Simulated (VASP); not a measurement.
# C in VASP: a series of runs, part 2 of 2

VASP 6.6.1. Earlier steps stand in the parts before.

## Step 4: Single point, PBE

This run uses another cell than the first one, of 5.71 Å³/atom, 1.006 times its volume.

Input file INCAR:

```
PREC     = Accurate       # precision mode
ENCUT    = 520            # plane-wave cutoff, eV
EDIFF    = 1E-6           # SCF threshold, eV
ISMEAR   = 0              # smearing method
SIGMA    = 0.02           # smearing width, eV
LREAL    = False          # projectors in reciprocal space
LASPH    = True           # aspherical terms in the spheres
NELM     = 60             # most SCF steps
ALGO     = Normal         # electronic algorithm
ISIF     = 2              # what is computed and relaxed
LWAVE    = False          # write WAVECAR
LCHARG   = False          # write CHGCAR
GGA      = PE             # functional
NBANDS   = 16             # bands
```

Input file KPOINTS:

```
Automatic mesh
0
Gamma
  12 12 6
```

Input file POSCAR:

```
C
1.0
    2.5115649967      0.0000000000      0.0000000000
   -1.2557824983      2.1750790905      0.0000000000
    0.0000000000      0.0000000000      4.1803736140
C
4
Direct
    0.6666666667      0.3333333333      0.5627307811
    0.3333333333      0.6666666667      0.0627307811
    0.6666666667      0.3333333333      0.9372692189
    0.3333333333      0.6666666667      0.4372692189
```

Launch:

```sh
$ cat potpaw_PBE.64/C/POTCAR > POTCAR
$ mpirun -np 1 vasp_std > vasp.out
```

Run time: 9.2 s. Hardware: 1 thread of Intel Xeon 6975P-C (Granite Rapids), shared host; peak memory 0.14 GiB.

The run converged. Its results:

```yaml
Free_energy: -36.2731 eV
Pressure: 0.6 GPa
Largest_force: 0.004 eV/Å
Band_gap_on_the_k_mesh: 3.34 eV, indirect (least direct gap 4.96 eV)
```

Forces in eV/Å, atoms in the order of the input:
```
C    0.000  0.000  0.004
C    0.000  0.000  0.004
C    0.000  0.000 -0.004
C    0.000  0.000 -0.004
```

Stress tensor (GPa, compression positive):
```
0.69 0.00 0.00
0.00 0.69 0.00
0.00 0.00 0.55
```

Levels at points of the mesh, in eV from the valence-band top:
```
           k point  band 6  band 7  band 8  band 9  band 10  band 11
(0.00, 0.00, 0.00)   -0.47    0.00    0.00    4.96     4.96     5.33
(0.50, 0.00, 0.00)   -6.42   -5.90   -3.12    4.48     8.08     8.28
(0.00, 0.00, 0.50)   -1.83   -1.83   -1.83    7.23     7.23     7.23
(0.50, 0.00, 0.50)   -5.06   -4.79   -4.79    5.87     5.87     6.49
```

A k mesh can miss the band edges. As with any semilocal functional, this PBE gap is likely too small.

## Step 5: Single point, PBE

This run uses another cell than the first one: it holds 8 atoms, not 4.

Input file INCAR:

```
PREC     = Accurate       # precision mode
ENCUT    = 520            # plane-wave cutoff, eV
EDIFF    = 1E-6           # SCF threshold, eV
ISMEAR   = 0              # smearing method
SIGMA    = 0.1            # smearing width, eV
LREAL    = F              # projectors in reciprocal space
LASPH    = T              # aspherical terms in the spheres
NELM     = 100            # most SCF steps
ALGO     = Normal         # electronic algorithm
ISIF     = 2              # what is computed and relaxed
LWAVE    = F              # write WAVECAR
LCHARG   = F              # write CHGCAR
GGA      = PE             # functional
NBANDS   = 26             # bands
```

Input file KPOINTS:

```
regular mesh
0
Gamma
  6 4 4
```

Input file POSCAR:

```
C
1.0
   -2.5115649967      0.0000000000      0.0000000000
    0.0000000000      0.0000000000     -4.1803736140
   -0.0000000001     -4.3501581809      0.0000000000
C
8
Direct
    0.5000000000      0.4372692189      0.8333333333
    1.0000000000      0.4372692189      0.3333333333
    0.0000000000      0.9372692189      0.6666666667
    0.5000000000      0.9372692189      0.1666666667
    0.5000000000      0.0627307811      0.8333333333
    1.0000000000      0.0627307811      0.3333333333
    0.0000000000      0.5627307811      0.6666666667
    0.5000000000      0.5627307811      0.1666666667
```

Potentials or basis: VASP PAW PBE potentials, release 64 (C).

Launch:

```sh
$ cat potpaw_PBE.64/C/POTCAR > POTCAR
$ mpirun -np 1 vasp_std > vasp.out
```

OUTCAR:

```text
PREC = Accurate
   ENCUT = 520
   EDIFF = 1E-6
   ISMEAR = 0
   LREAL = F
   LASPH = T
   NELM = 100
   ISIF = 2
   GGA = PE

 ion  position               nearest neighbor table
   1  0.500  0.437  0.833-   7 1.54   7 1.54   8 1.54   5 1.57
   2  0.000  0.437  0.333-   8 1.54   8 1.54   7 1.54   6 1.57
   3  0.000  0.937  0.667-   5 1.54   5 1.54   6 1.54   7 1.57
   4  0.500  0.937  0.167-   6 1.54   6 1.54   5 1.54   8 1.57
   5  0.500  0.063  0.833-   3 1.54   3 1.54   4 1.54   1 1.57
   6  0.000  0.063  0.333-   4 1.54   4 1.54   3 1.54   2 1.57
   7  0.000  0.563  0.667-   1 1.54   1 1.54   2 1.54   3 1.57
   8  0.500  0.563  0.167-   2 1.54   2 1.54   1 1.54   4 1.57

  LATTYP: Found a simple orthorhombic cell.
 ALAT       =     2.5115649967
 B/A-ratio  =     1.6644497035
 C/A-ratio  =     1.7320508076

  Lattice vectors:

 A1 = (  -2.5115649967,   0.0000000000,   0.0000000000)
 A2 = (   0.0000000000,   0.0000000000,  -4.1803736140)
 A3 = (  -0.0000000001,  -4.3501581809,   0.0000000000)

Analysis of symmetry for initial positions (statically):
=====================================================================
 Subroutine PRICEL returns following result:

  LATTYP: Found a hexagonal cell.
 ALAT       =     2.5115649968
 C/A-ratio  =     1.6644497034

  Lattice vectors:

 A1 = (  -1.2557824984,  -2.1750790905,   0.0000000000)
 A2 = (  -1.2557824983,   2.1750790905,   0.0000000000)
 A3 = (   0.0000000000,   0.0000000000,  -4.1803736140)

   2 primitive cells build up your supercell.

 Routine SETGRP: Setting up the symmetry group for a
 simple orthorhombic supercell.

 Subroutine GETGRP returns: Found  8 space group operations
 (whereof  4 operations were pure point group operations)
 out of a pool of  8 trial point group operations.

The static configuration has the point symmetry C_2h.
 The point group associated with its full space group is D_2h.

Analysis of symmetry for dynamics (positions and initial velocities):
=====================================================================
 Subroutine PRICEL returns following result:

  LATTYP: Found a hexagonal cell.
 ALAT       =     2.5115649968
 C/A-ratio  =     1.6644497034

  Lattice vectors:

 A1 = (  -1.2557824984,  -2.1750790905,   0.0000000000)
 A2 = (  -1.2557824983,   2.1750790905,   0.0000000000)
 A3 = (   0.0000000000,   0.0000000000,  -4.1803736140)

   2 primitive cells build up your supercell.

 Routine SETGRP: Setting up the symmetry group for a
 simple orthorhombic supercell.

 Subroutine GETGRP returns: Found  8 space group operations
 (whereof  4 operations were pure point group operations)
 out of a pool of  8 trial point group operations.

The dynamic configuration has the point symmetry C_2h.
 The point group associated with its full space group is D_2h.

 Subroutine INISYM returns: Found  8 space group operations
 (whereof  4 operations are pure point group operations),
 and found     2 'primitive' translations

----------------------------------------------------------------------------------------

                                     Primitive cell

[... 43 lines left out ...]

 Subroutine IBZKPT returns following result:
 ===========================================

 Found     36 irreducible k-points:

 Following reciprocal coordinates:
            Coordinates               Weight
  0.000000  0.000000  0.000000      1.000000
  0.166667  0.000000  0.000000      2.000000
  0.333333  0.000000  0.000000      2.000000
  0.500000  0.000000  0.000000      1.000000
  0.000000  0.250000  0.000000      2.000000
  0.166667  0.250000  0.000000      4.000000
[... 16 lines left out ...]
  0.333333  0.500000  0.250000      4.000000
  0.500000  0.500000  0.250000      2.000000
 [... further k-points ...]
   k-points           NKPTS =     36   k-points in BZ     NKDIM =     36   number of bands    NBANDS=     26
   number of dos      NEDOS =    301   number of ions     NIONS =      8
   total plane-waves  NPLWV =  20480
   dimension x,y,z NGX =    20 NGY =   32 NGZ =   32
   dimension x,y,z NGXF=    40 NGYF=   64 NGZF=   64
   ions per type =               8
   NGX,Y,Z   is equivalent  to a cutoff of  13.24, 12.73, 12.23 a.u.
   NGXF,Y,Z  is equivalent  to a cutoff of  26.48, 25.45, 24.46 a.u.
 SYSTEM =  unknown system
   PREC   = accura    normal or accurate (medium, high low for compatibility)
   ISTART =      0    job   : 0-new  1-cont  2-samecut
   ICHARG =      2    charge: 1-file 2-atom 10-const
   ISPIN  =      1    spin polarized calculation?
   LNONCOLLINEAR =      F non collinear calculations
   LSORBIT =      F    spin-orbit coupling
   LASPH  =      T    aspherical Exc in radial PAW
   ENCUT  =  520.0 eV  38.22 Ry    6.18 a.u.   4.67  7.77  8.09*2*pi/ulx,y,z
   NELM   =    100;   NELMIN=  2; NELMDL= -5     # of ELM steps
   EDIFF  = 0.1E-05   stopping-criterion for ELM
   LREAL  =      F    real-space projection
   EDIFFG = 0.1E-04   stopping-criterion for IOM
   NSW    =      0    number of steps for IOM
   IBRION =     -1    ionic relax: 0-MD 1-quasi-New 2-CG
   NFREE  =      0    steps in history (QN), initial steepest desc. (CG)
   ISIF   =      2    stress and relaxation
   ISYM   =      2    0-nonsym 1-usesym 2-fastsym
   POTIM  = 0.5000    time-step for ionic-motion
   TEBEG  =    0.0;   TEEND  =   0.0 temperature during run
   PSTRESS=    0.0 pullay stress
   NELECT =      32.0000    total number of electrons
   NUPDOWN=      -1.0000    fix difference up-down
   EMIN   =  10.00;   EMAX   =-10.00  energy-range for DOS
   EFERMI =   0.00;   METHOD = LEGACY
   ISMEAR =     0;   SIGMA  =   0.10  broadening in eV -4-tet -1-fermi 0-gaus
   EFERMI_NEDOS =   21; number of points for ismear=-14 and -15
   IALGO  =     38    algorithm
   IMIX   =      4    mixing-type and parameters
     AMIX     =   0.40;   BMIX     =  1.00
     AMIX_MAG =   1.60;   BMIX_MAG =  1.00
  volume/ion in A,a.u.               =       5.71        38.53
  Fermi-wavevector in a.u.,A,eV,Ry     =   1.454019  2.747697 28.765031  2.114170
  Thomas-Fermi vector in A             =   2.571218
   LORBIT       =      0    0 simple, 1 ext, 2 COOP (PROOUT), +10 PAW based schemes
   GGA     = PE    functional components
   LHFCALC =     F    Hartree Fock is set to
   AEXX    =    0.0000 exact exchange contribution
   IVDW    =     0    specifies the selected vdW correction
   LEPSILON=     F    determine dielectric tensor
   LRPA    =     F    only Hartree local field effects (RPA)
 non-spin polarized calculation
 Gauss-broadening in eV      SIGMA  =   0.10
  energy-cutoff  :      520.00
  volume of cell :       45.67
 maximum number of plane-waves:      1260
 NGX is ok and might be reduce to    20

 number of electron      31.9999997 magnetization

 Free energy of the ion-electron system (eV)
  ---------------------------------------------------
  ext. energy  EPLUGINS =         0.00000000
  ---------------------------------------------------
  free energy    TOTEN  =       -72.53870276 eV

  energy without entropy =      -72.53870276  energy(sigma->0) =      -72.53870276

 E-fermi :  10.4068     XC(G=0): -13.2124

 val. band max:        9.9194486327   @ k =   0.0000   0.0000   0.0000
 cond. band min:      13.2614666905   @ k =   0.3333   0.0000   0.0000
 fundamental gap:      3.3420180578
 Fermi energy:        10.4067806607

 k-point     1 :       0.0000    0.0000    0.0000
  band No.  band energies     occupation
      1     -11.7761      2.00000
      2      -6.5532      2.00000
      3      -6.2387      2.00000
      4      -4.7248      2.00000
      5      -3.6882      2.00000
      6      -1.4033      2.00000
[... 685 lines left out ...]
     25      21.4066      0.00000
     26      21.4066      0.00000

 [... further k-points ...]
[... 5 lines left out ...]
  --------------------------------------------------------------------------------------
  -------------------------------------------------------------------------------------
  Total        0.2398065      0.1832555      0.1411658      0.0000000      0.0000000      0.0000000
  in kB        8.4121477      6.4284011      4.9519407      0.0000000      0.0000000      0.0000000
  external PRESSURE =       6.5974965 kB  Pullay stress =       0.0000000 kB

 VOLUME and BASIS-vectors are now :
 -----------------------------------------------------------------------------
  energy-cutoff  :      520.00
  volume of cell :       45.67
      direct lattice vectors                 reciprocal lattice vectors
    -2.511564997  0.000000000  0.000000000    -0.398158121  0.000000000  0.000000000
     0.000000000  0.000000000 -4.180373614     0.000000000  0.000000000 -0.239213069
    -0.000000000 -4.350158181  0.000000000     0.000000000 -0.229876698  0.000000000

 POSITION                                       TOTAL-FORCE (eV/Angst)
 -----------------------------------------------------------------------------------
     -1.25578     -3.62513     -1.82795         0.000000      0.002396      0.000919
     -0.00000     -1.45005     -1.82795         0.000000      0.002396      0.000919
     -0.00000     -2.90011     -3.91814        -0.000000     -0.002396      0.000919
     -1.25578     -0.72503     -3.91814        -0.000000     -0.002396      0.000919
     -1.25578     -3.62513     -0.26224         0.000000      0.002396     -0.000919
     -0.00000     -1.45005     -0.26224         0.000000      0.002396     -0.000919
     -0.00000     -2.90011     -2.35242        -0.000000     -0.002396     -0.000919
     -1.25578     -0.72503     -2.35242        -0.000000     -0.002396     -0.000919
 -----------------------------------------------------------------------------------
    total drift:                               -0.000000     -0.000000     -0.000000

  FREE ENERGIE OF THE ION-ELECTRON SYSTEM (eV)
  ---------------------------------------------------
  free  energy   TOTEN  =       -72.5387027582 eV

  energy  without entropy=      -72.5387027582  energy(sigma->0) =      -72.53870276
```

Wall time 15 s (1 thread of Intel Xeon 6975P-C (Granite Rapids), shared host); peak memory 0.15 GiB.

Results:

```
Free energy            : -72.5387 eV
Pressure               : 0.7 GPa
Band gap on the k mesh : 3.34 eV
```

Forces on the atoms (eV/Å):
```
C    0.000  0.002  0.001
C    0.000  0.002  0.001
C    0.000 -0.002  0.001
C    0.000 -0.002  0.001
C    0.000  0.002 -0.001
C    0.000  0.002 -0.001
C    0.000 -0.002 -0.001
C    0.000 -0.002 -0.001
```

Levels at points of the mesh, in eV from the valence-band top:
```tsv
k point	band 14	band 15	band 16	band 17	band 18	band 19
(0.00, 0.00, 0.00)	-0.47	0.00	0.00	4.48	4.96	4.96
(0.50, 0.00, 0.00)	-5.54	-5.13	-5.13	4.48	4.48	9.68
(0.00, 0.50, 0.00)	-1.83	-1.83	-1.83	5.87	5.87	6.49
(0.50, 0.50, 0.00)	-4.60	-4.60	-4.60	7.23	7.23	7.23
(0.00, 0.00, 0.50)	-2.51	-1.86	-1.86	4.92	4.92	6.92
(0.50, 0.00, 0.50)	-5.90	-3.12	-3.12	4.48	4.48	8.08
(0.00, 0.50, 0.50)	-3.77	-3.77	-3.77	6.04	6.04	6.04
(0.50, 0.50, 0.50)	-4.79	-4.79	-4.79	5.87	5.87	5.87
```

## Step 6: Summary

```tsv
cell	k mesh	smearing	gap on the mesh (eV)	pressure (GPa)	largest force (eV/Å)
a = 2.526, b = 2.526, c = 4.058 Å, angles 90.0, 90.0, 118.8°, 4 atoms	8 × 8 × 4	gaussian 0.1 eV	3.27	4.5	1.26
a = 2.511, b = 2.511, c = 4.180 Å, angles 90.0, 90.0, 120.0°, 4 atoms	8 × 8 × 4	gaussian 0.1 eV	3.70	0.8	0.01
a = 2.512, b = 2.512, c = 4.180 Å, angles 90.0, 90.0, 120.0°, 4 atoms	12 × 12 × 6	gaussian 0.02 eV	3.34	0.6	-
a = 2.512, b = 4.180, c = 4.350 Å, 8 atoms	6 × 4 × 4	gaussian 0.1 eV	3.34	0.7	-
```

Alike in all rows: task single point; level PBE; potentials or basis VASP PAW PBE potentials, release 64 (C); no spin polarisation; cutoff (eV) 520.

Caveats: forces of over 1 eV/Å act on the atoms, so gaps and moduli don't describe the material at rest (some runs).

Absolute energies hang on the potentials; compare differences alone.
